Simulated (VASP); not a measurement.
Input of a VASP 6.6.1 run:

File POSCAR:

```
Ba
1.0
   -2.5183389317      2.5183389317      2.5183389317
    2.5183389317     -2.5183389317      2.5183389317
    2.5183389317      2.5183389317     -2.5183389317
Ba
1
Direct
    0.0000000000      0.0000000000      0.0000000000
```

The input INCAR.step1:

```
SYSTEM = Ba
ALGO = Normal
EDIFF = 1E-5
ENCUT = 520
GGA = PE
ISIF = 2
ISMEAR = -1
LASPH = .TRUE.
LCHARG = .FALSE.
LREAL = .FALSE.
LWAVE = .TRUE.
NBANDS = 11
NELM = 60
PREC = Accurate
SIGMA = 0.1
```

Contents of INCAR.step2:

```
SYSTEM = Ba
ALGO = Normal
EDIFF = 1E-7
ENCUT = 520
GGA = PE
HFSCREEN = 0.2079
ISIF = 2
ISMEAR = -1
ISTART = 1
LASPH = .TRUE.
LCHARG = .FALSE.
LHFCALC = .TRUE.
LREAL = .FALSE.
LWAVE = .FALSE.
NBANDS = 11
NELM = 60
PREC = Accurate
PRECFOCK = Normal
SIGMA = 0.1
```

File KPOINTS:

```
k-points
0
G
  6 6 6
  0 0 0
```

Potentials or basis: VASP PAW PBE potentials, release 64 (Ba_sv).

The run is started by

```sh
$ cat potpaw_PBE.64/Ba_sv/POTCAR > POTCAR
$ cp INCAR.step1 INCAR
$ mpirun -np 1 vasp_std > vasp.out
$ cp INCAR.step2 INCAR
$ mpirun -np 1 vasp_std > vasp.out
```

Problem. What does it give for the band gap on the k mesh?

Solution. Zero (bands 5 and 6 overlap by 0.85 eV).

Problem. Estimate the pressure.

Solution. 0.5 GPa.

Caveat: the PAW data sets were made with another functional, which shifts forces and pressure a little; spin-orbit coupling is left out, which moves the levels of the heavy elements.
